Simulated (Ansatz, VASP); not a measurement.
Two plane-wave programs on CrB3S2

```xyz
6
Lattice="5.8448 0.0000 0.0000 0.0000 5.8448 0.0000 0.0000 0.0000 4.0848" Properties=species:S:1:pos:R:3 pbc="T T T"
Cr    2.9224    2.9224    0.0000
B     0.0000    2.9224    2.0424
B     2.9224    0.0000    2.0424
B     0.0000    0.0000    0.0000
S     0.0000    0.0000    2.0424
S     2.9224    2.9224    2.0424
```

Alike in both runs: task single point; functional PBE; k mesh 4 × 4 × 4; occupations gaussian, width 0.1 eV; collinear spin.

|  | VASP | Ansatz |
| --- | --- | --- |
| version | VASP 6.6.1 | Ansatz 0.2.0 |
| potentials or method | VASP PAW PBE potentials, release 64 (Cr_pv, B, S), cutoff 520 eV | scalar-relativistic, plane waves, PAW |
| valence electrons in the cell | 33 | 35 |

Ansatz gave:

```
gap on the k mesh at the Fermi level (eV)                     : none
pressure (GPa)                                                : -1.1
traceless stress, the component that is largest in VASP (GPa) : 10.55
net moment per atom (μB)                                      : 0.64
size of the moment on the site where the two differ most (μB) : 2.82
```

Problem. What did VASP give for the same quantities?

Solution. gap on the k mesh at the Fermi level (eV): none; pressure (GPa): -1.1; traceless stress, the component that is largest in VASP (GPa): 10.54; net moment per atom (μB): 0.64; size of the moment on the site where the two differ most (μB): 3.42.

Site moments also hang on the region over which each program counts them. A gap of «none» marks a metal or a gap that the smearing closes. VASP's potentials hold 33 valence electrons a cell and Ansatz's 35, so a difference there can come from the potentials and not from the codes.

The k mesh is coarse, so the values compare programs but aren't converged.
